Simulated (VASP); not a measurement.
# CoO (R3m) in VASP: further runs

CoO is run at these levels: PBE; tasks: single point.

All numbers are computed with VASP 6.6.1; they aren't measurements. Logs are shortened: lines on timing, memory, paths and dates and some standing lists are left out, and cuts for length are marked.

### Step 1. The cell of the first run

The structure is trigonal, space group R3m (No. 160). The conventional cell has a = 3.090 Å, b = 3.090 Å, c = 6.897 Å, α = 90.00°, β = 90.00°, γ = 120.00°. Co (site symmetry 3m) has 3 O at 1.82 Å within 2.4 Å. O (site symmetry 3m) has 3 Co at 1.82 Å within 2.4 Å.

### Step 2. Single point, PBE, collinear spin, ferromagnetic start (atoms displaced along a vibrational mode)

INCAR

```
PREC = Accurate ; ENCUT = 520
EDIFF = 1E-6 ; ISMEAR = 0
SIGMA = 0.15 ; LREAL = F
LASPH = T ; NELM = 150
ALGO = Normal ; ISIF = 2
LWAVE = F ; LCHARG = F
ISPIN = 2 ; MAGMOM = 2.7 0.34
LORBIT = 11 ; LMAXMIX = 4
GGA = PE ; NBANDS = 18
```

KPOINTS

```
Automatic mesh
0
Gamma
  18 18 18
```

POSCAR

```
CoO
1.0
    1.5451331124      0.8920830184      2.2990762412
   -1.5451331124      0.8920830184      2.2990762412
    0.0000000000     -1.7841660368      2.2990762412
Co O
1 1
Direct
    0.0250725014      0.0250725014      0.0250725014
    0.4076440661      0.4076440661      0.4076440661
```

Potentials or basis: VASP PAW PBE potentials, release 64 (Co, O).

Command:

```sh
cat potpaw_PBE.64/Co/POTCAR potpaw_PBE.64/O/POTCAR > POTCAR
mpirun -np 1 vasp_std > vasp.out
```

OUTCAR:

```text
PREC = Accurate
   ENCUT = 520
   EDIFF = 1E-6
   ISMEAR = 0
   LREAL = F
   LASPH = T
   NELM = 150
   ISIF = 2
   ISPIN = 2
   LORBIT = 11
   GGA = PE

 ion  position               nearest neighbor table
   1  0.025  0.025  0.025-   2 1.82   2 1.82   2 1.82
   2  0.408  0.408  0.408-   1 1.82   1 1.82   1 1.82

  LATTYP: Found a trigonal (rhomboedric) cell.
 ALAT       =     2.9101546367
 COS(alpha) =     0.4361940412

  Lattice vectors:

 A1 = (   1.5451331124,   0.8920830184,   2.2990762412)
 A2 = (  -1.5451331124,   0.8920830184,   2.2990762412)
 A3 = (   0.0000000000,  -1.7841660368,   2.2990762412)

Analysis of symmetry for initial positions (statically):
=====================================================================
 Subroutine PRICEL returns:
 Original cell was already a primitive cell.

 Routine SETGRP: Setting up the symmetry group for a
 trigonal (rhombohedral) supercell.

 Subroutine GETGRP returns: Found  6 space group operations
 (whereof  6 operations were pure point group operations)
 out of a pool of 12 trial point group operations.

The static configuration has the point symmetry C_3v.

Analysis of symmetry for dynamics (positions and initial velocities):
=====================================================================
 Subroutine PRICEL returns:
 Original cell was already a primitive cell.

 Routine SETGRP: Setting up the symmetry group for a
 trigonal (rhombohedral) supercell.

 Subroutine GETGRP returns: Found  6 space group operations
 (whereof  6 operations were pure point group operations)
 out of a pool of 12 trial point group operations.

The dynamic configuration has the point symmetry C_3v.

Analysis of structural, dynamic, and magnetic symmetry:
=====================================================================
 Subroutine PRICEL returns:
 Original cell was already a primitive cell.

 Routine SETGRP: Setting up the symmetry group for a
 trigonal (rhombohedral) supercell.

 Subroutine GETGRP returns: Found  6 space group operations
 (whereof  6 operations were pure point group operations)
 out of a pool of 12 trial point group operations.

The overall configuration has the point symmetry C_3v.

 Subroutine INISYM returns: Found  6 space group operations
 (whereof  6 operations are pure point group operations),
 and found     1 'primitive' translations

----------------------------------------------------------------------------------------

                                     Primitive cell

  volume of cell :      19.0141

  direct lattice vectors                    reciprocal lattice vectors
     1.545133112  0.892083018  2.299076241     0.323596715  0.186828651  0.144985767
    -1.545133112  0.892083018  2.299076241    -0.323596715  0.186828651  0.144985767
     0.000000000 -1.784166037  2.299076241     0.000000000 -0.373657301  0.144985767

  length of vectors
     2.910154637  2.910154637  2.910154637     0.400800015  0.400800015  0.400800015

  position of ions in fractional coordinates (direct lattice)
     0.025072501  0.025072501  0.025072501
     0.407644066  0.407644066  0.407644066

  ion indices of the primitive-cell ions
   primitive index   ion index
                 1           1
                 2           2

----------------------------------------------------------------------------------------

 KPOINTS: Automatic mesh

Automatic generation of k-mesh.
 Grid dimensions read from file:
 generate k-points for:   18   18   18

 Generating k-lattice:

  Cartesian coordinates                     Fractional coordinates (reciprocal lattice)
     0.017977595  0.010379369  0.008054765     0.055555556  0.000000000  0.000000000
    -0.017977595  0.010379369  0.008054765     0.000000000  0.055555556  0.000000000
     0.000000000 -0.020758739  0.008054765     0.000000000  0.000000000  0.055555556

  Length of vectors
     0.022266667  0.022266667  0.022266667

  Shift w.r.t. Gamma in fractional coordinates (k-lattice)
     0.000000000  0.000000000  0.000000000

 Subroutine IBZKPT returns following result:
 ===========================================

 Found    580 irreducible k-points:

 Following reciprocal coordinates:
            Coordinates               Weight
  0.000000  0.000000  0.000000      1.000000
  0.055556  0.000000  0.000000      6.000000
  0.111111  0.000000  0.000000      6.000000
  0.166667  0.000000  0.000000      6.000000
  0.222222  0.000000  0.000000      6.000000
  0.277778  0.000000  0.000000      6.000000
[... 16 lines left out ...]
 -0.277778  0.055556 -0.000000     12.000000
 -0.222222  0.055556 -0.000000     12.000000
 [... further k-points ...]
   k-points           NKPTS =    580   k-points in BZ     NKDIM =    580   number of bands    NBANDS=     18
   number of dos      NEDOS =    301   number of ions     NIONS =      2
   total plane-waves  NPLWV =  13824
   dimension x,y,z NGX =    24 NGY =   24 NGZ =   24
   dimension x,y,z NGXF=    48 NGYF=   48 NGZF=   48
   ions per type =               1   1
   NGX,Y,Z   is equivalent  to a cutoff of  13.71, 13.71, 13.71 a.u.
   NGXF,Y,Z  is equivalent  to a cutoff of  27.42, 27.42, 27.42 a.u.
 SYSTEM =  unknown system
   PREC   = accura    normal or accurate (medium, high low for compatibility)
   ISTART =      0    job   : 0-new  1-cont  2-samecut
   ICHARG =      2    charge: 1-file 2-atom 10-const
   ISPIN  =      2    spin polarized calculation?
   LNONCOLLINEAR =      F non collinear calculations
   LSORBIT =      F    spin-orbit coupling
   LASPH  =      T    aspherical Exc in radial PAW
   ENCUT  =  520.0 eV  38.22 Ry    6.18 a.u.   5.41  5.41  5.41*2*pi/ulx,y,z
   NELM   =    150;   NELMIN=  2; NELMDL= -5     # of ELM steps
   EDIFF  = 0.1E-05   stopping-criterion for ELM
   LREAL  =      F    real-space projection
   EDIFFG = 0.1E-04   stopping-criterion for IOM
   NSW    =      0    number of steps for IOM
   IBRION =     -1    ionic relax: 0-MD 1-quasi-New 2-CG
   NFREE  =      0    steps in history (QN), initial steepest desc. (CG)
   ISIF   =      2    stress and relaxation
   ISYM   =      2    0-nonsym 1-usesym 2-fastsym
   POTIM  = 0.5000    time-step for ionic-motion
   TEBEG  =    0.0;   TEEND  =   0.0 temperature during run
   PSTRESS=    0.0 pullay stress
   NELECT =      15.0000    total number of electrons
   NUPDOWN=      -1.0000    fix difference up-down
   EMIN   =  10.00;   EMAX   =-10.00  energy-range for DOS
   EFERMI =   0.00;   METHOD = LEGACY
   ISMEAR =     0;   SIGMA  =   0.15  broadening in eV -4-tet -1-fermi 0-gaus
   EFERMI_NEDOS =   21; number of points for ismear=-14 and -15
   IALGO  =     38    algorithm
   IMIX   =      4    mixing-type and parameters
     AMIX     =   0.40;   BMIX     =  1.00
     AMIX_MAG =   1.60;   BMIX_MAG =  1.00
  volume/ion in A,a.u.               =       9.51        64.16
  Fermi-wavevector in a.u.,A,eV,Ry     =   1.512679  2.858548 31.132803  2.288196
  Thomas-Fermi vector in A             =   2.622571
   LORBIT       =     11    0 simple, 1 ext, 2 COOP (PROOUT), +10 PAW based schemes
   GGA     = PE    functional components
   LHFCALC =     F    Hartree Fock is set to
   AEXX    =    0.0000 exact exchange contribution
   IVDW    =     0    specifies the selected vdW correction
   LEPSILON=     F    determine dielectric tensor
   LRPA    =     F    only Hartree local field effects (RPA)
 spin polarized calculation
 Gauss-broadening in eV      SIGMA  =   0.15
  energy-cutoff  :      520.00
  volume of cell :       19.01
 maximum number of plane-waves:       528
 NGX is ok and might be reduce to    24
   NGX = 11   NGY = 11   NGZ = 11

 number of electron      15.0000005 magnetization       2.4907536

 Free energy of the ion-electron system (eV)
  ---------------------------------------------------
  ext. energy  EPLUGINS =         0.00000000
  ---------------------------------------------------
  free energy    TOTEN  =       -12.65491749 eV

  energy without entropy =      -12.63593429  energy(sigma->0) =      -12.64542589

 E-fermi :   8.2776     XC(G=0): -12.3973

 val. band max:        8.2764064265   @ k =  -0.1667   0.5000   0.0556
 cond. band min:       8.2781903116   @ k =  -0.2222  -0.2222   0.0556
 fundamental gap:      0.0017838851
 Fermi energy:         8.2776421341

 spin component 1

 k-point     1 :       0.0000    0.0000    0.0000
  band No.  band energies     occupation
      1     -12.8526      1.00000
      2       1.3033      1.00000
      3       1.3033      1.00000
      4       3.9645      1.00000
      5       5.3462      1.00000
      6       5.3462      1.00000
[... 10 lines left out ...]
     17      31.0497      0.00000
     18      31.0497      0.00000
[... 463 lines left out ...]
 k-point    24 :      -0.2222    0.0556   -0.0000
  band No.  band energies     occupation
      1     -12.3798      1.00000
      2       0.5432      1.00000
      3       1.7272      1.00000
      4       3.7705      1.00000
      5       5.0622      1.00000
      6       5.2283      1.00000
[... 10 lines left out ...]
     17      34.1522      0.00000
     18      35.5771      0.00000

 [... further k-points ...]

 spin component 2

 k-point     1 :       0.0000    0.0000    0.0000
  band No.  band energies     occupation
      1     -12.3809      1.00000
      2       2.2874      1.00000
      3       2.2874      1.00000
      4       5.1548      1.00000
      5       7.0540      1.00000
      6       7.0540      1.00000
[... 10 lines left out ...]
     17      31.6426      0.00000
     18      31.6426      0.00000
[... 463 lines left out ...]
 k-point    24 :      -0.2222    0.0556   -0.0000
  band No.  band energies     occupation
      1     -11.8918      1.00000
      2       1.2369      1.00000
      3       2.6505      1.00000
      4       4.7708      1.00000
      5       6.8791      1.00000
      6       7.0774      1.00000
[... 10 lines left out ...]
     17      34.6734      0.00000
     18      36.0184      0.00000

 [... further k-points ...]
[... 5 lines left out ...]
  --------------------------------------------------------------------------------------
  -------------------------------------------------------------------------------------
  Total        3.7224609      3.7224609      1.8703233      0.0000000      0.0000000      0.0000000
  in kB      313.6641854    313.6641854    157.5982776      0.0000000      0.0000000      0.0000000
  external PRESSURE =     261.6422161 kB  Pullay stress =       0.0000000 kB

 VOLUME and BASIS-vectors are now :
 -----------------------------------------------------------------------------
  energy-cutoff  :      520.00
  volume of cell :       19.01
      direct lattice vectors                 reciprocal lattice vectors
     1.545133112  0.892083018  2.299076241     0.323596715  0.186828651  0.144985767
    -1.545133112  0.892083018  2.299076241    -0.323596715  0.186828651  0.144985767
     0.000000000 -1.784166037  2.299076241     0.000000000 -0.373657301  0.144985767

 POSITION                                       TOTAL-FORCE (eV/Angst)
 -----------------------------------------------------------------------------------
      0.00000      0.00000      0.17293         0.000000      0.000000     -0.364853
      0.00000      0.00000      2.81161         0.000000     -0.000000      0.364853
 -----------------------------------------------------------------------------------
    total drift:                               -0.000000      0.000000      0.000099

  FREE ENERGIE OF THE ION-ELECTRON SYSTEM (eV)
  ---------------------------------------------------
  free  energy   TOTEN  =       -12.6549174906 eV

  energy  without entropy=      -12.6359342893  energy(sigma->0) =      -12.64542589

 total charge

# of ion       s       p       d       tot
------------------------------------------
    1        0.410   0.535   7.314   8.260
    2        1.569   3.476   0.000   5.044
--------------------------------------------------
tot          1.979   4.011   7.314  13.304

 magnetization (x)

# of ion       s       p       d       tot
------------------------------------------
    1        0.030   0.042   2.081   2.153
    2        0.018   0.255   0.000   0.273
--------------------------------------------------
tot          0.048   0.297   2.081   2.426
```

It took 4.4 min on 1 thread of AMD EPYC 9R45 (Zen 5), shared host; peak memory 0.37 GiB.

What came out:

```
Free energy                                           : -12.6549 eV
Pressure                                              : 26.2 GPa
Largest force                                         : 0.365 eV/Å
Net moment                                            : 2.49 μB per cell
Site moments                                          : Co +2.15; O +0.27 μB
Valence electrons inside the program's atomic spheres : Co 8.26; O 5.04
```

Forces in eV/Å, atoms in the order of the input:
```
Co   0.000  0.000 -0.365
O    0.000  0.000  0.365
```

Stress tensor (GPa, compression positive):
```
31.37  0.00  0.00
 0.00 31.37  0.00
 0.00  0.00 15.76
```

Levels at points of the mesh, in eV from the Fermi level:
Spin up:
```tsv
k point	band 6	band 7	band 8	band 9	band 10	band 11	band 12	band 13
(0.00, 0.00, 0.00)	-2.93	-2.27	0.44	0.44	1.38	16.09	16.09	17.72
(0.50, 0.00, 0.00)	-3.03	-2.54	-1.13	-0.95	6.35	8.50	15.79	16.52
(0.50, 0.50, 0.00)	-2.01	-1.78	-1.76	-0.80	4.86	9.93	10.87	15.21
(0.50, 0.50, 0.50)	-2.03	-1.93	0.92	0.92	5.97	8.39	12.66	12.66
```
Spin down:
```tsv
k point	band 2	band 3	band 4	band 5	band 6	band 7	band 8	band 9	band 10	band 11
(0.00, 0.00, 0.00)	-5.99	-5.99	-3.12	-1.22	-1.22	-0.87	2.42	2.42	2.44	16.63
(0.50, 0.00, 0.00)	-8.19	-5.24	-3.55	-1.41	-1.10	-0.38	0.68	1.14	6.97	9.33
(0.50, 0.50, 0.00)	-7.16	-5.73	-5.72	-0.62	-0.18	0.40	0.50	0.95	5.46	10.55
(0.50, 0.50, 0.50)	-7.25	-6.71	-6.71	-0.21	-0.21	0.38	2.96	2.96	6.51	9.19
```

Caveat: the cell differs from its parent crystal (atoms displaced along a vibrational mode); the cell stands under pressure; a cell with one magnetic atom can't hold antiferromagnetic order, which such compounds often take; semilocal functionals often make such compounds metallic where correlation or magnetic order opens a gap, which also shifts bond lengths.

(Continued in part 2 of 2.)
